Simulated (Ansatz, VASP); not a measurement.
# Two plane-wave programs on AlB2As3

Contents of INCAR:

```
ALGO = Normal
EDIFF = 1E-6
EDIFFG = -0.04
ENCUT = 600
GGA = PE
IBRION = 2
ISIF = 3
ISMEAR = 0
LASPH = True
LCHARG = False
LREAL = False
LWAVE = False
NELM = 100
NSW = 90
PREC = Accurate
SIGMA = 0.1
```

Contents of KPOINTS:

```
k-points
0
Gamma
  4 4 2
```

POSCAR

```
AlB2As3
1.0
    3.8595592800      0.0000000000      0.0000000000
    0.0000000000      3.8595592800      0.0000000000
    0.0000000000      0.0000000000      7.6602271600
Al B As
1 2 3
Direct
    0.0000000000      0.0000000000      0.5000000000
    0.0000000000      0.0000000000      0.7602419400
    0.0000000000      0.0000000000      0.2397580600
    0.0000000000      0.0000000000      0.0000000000
    0.5000000000      0.5000000000      0.5000000000
    0.5000000000      0.5000000000      0.0000000000
```

Input for Ansatz:

```yaml
crystal:
  lattice:
    - [3.85955928, 0.0, 0.0]
    - [0.0, 3.85955928, 0.0]
    - [0.0, 0.0, 7.66022716]
  atoms:
    - { symbol: Al, position: [0.0, 0.0, 0.5] }
    - { symbol: B, position: [0.0, 0.0, 0.76024194] }
    - { symbol: B, position: [0.0, 0.0, 0.23975806] }
    - { symbol: As, position: [0.0, 0.0, 0.0] }
    - { symbol: As, position: [0.5, 0.5, 0.5] }
    - { symbol: As, position: [0.5, 0.5, 0.0] }
basis:
  ecutwfc: 420
kpoints:
  mp_grid: { grid: [4, 4, 2] }
hamiltonian:
  xc: pbe
scf:
  occupations: { method: gaussian, width: 0.1 }
  lower_state_search: "off"
output:
  forces: true
  stress: true
  eigenvalues: true
relax:
  adjacent_minimum: "off"
  f_tol: 0.04
  max_steps: 70
  cell: { stress_tol: 0.4 }
```

Alike in both runs: task relaxation of cell and atoms; functional PBE; k mesh 4 × 4 × 2; occupations gaussian, width 0.1 eV; no spin polarisation.

|  | VASP | Ansatz |
| --- | --- | --- |
| version | VASP 6.6.1 | Ansatz 0.2.0 |
| potentials or method | VASP PAW PBE potentials, release 64 (Al, B, As), cutoff 600 eV | scalar-relativistic, plane waves, PAW |
| valence electrons in the cell | 24 | 54 |

```csv
,VASP,Ansatz,Ansatz less VASP
"gap on the k mesh at the Fermi level, each at its own relaxed structure (eV)",none,none,-
relaxed volume (Å³/atom),19.36,19.26,-0.095
relaxed cell length with the largest relative difference (Å),3.837,3.830,-0.0072
```

A gap of «none» marks a metal or a gap that the smearing closes. VASP's potentials hold 24 valence electrons a cell and Ansatz's 54, so a difference there can come from the potentials and not from the codes.

The k mesh is coarse, so the values compare programs but aren't converged.
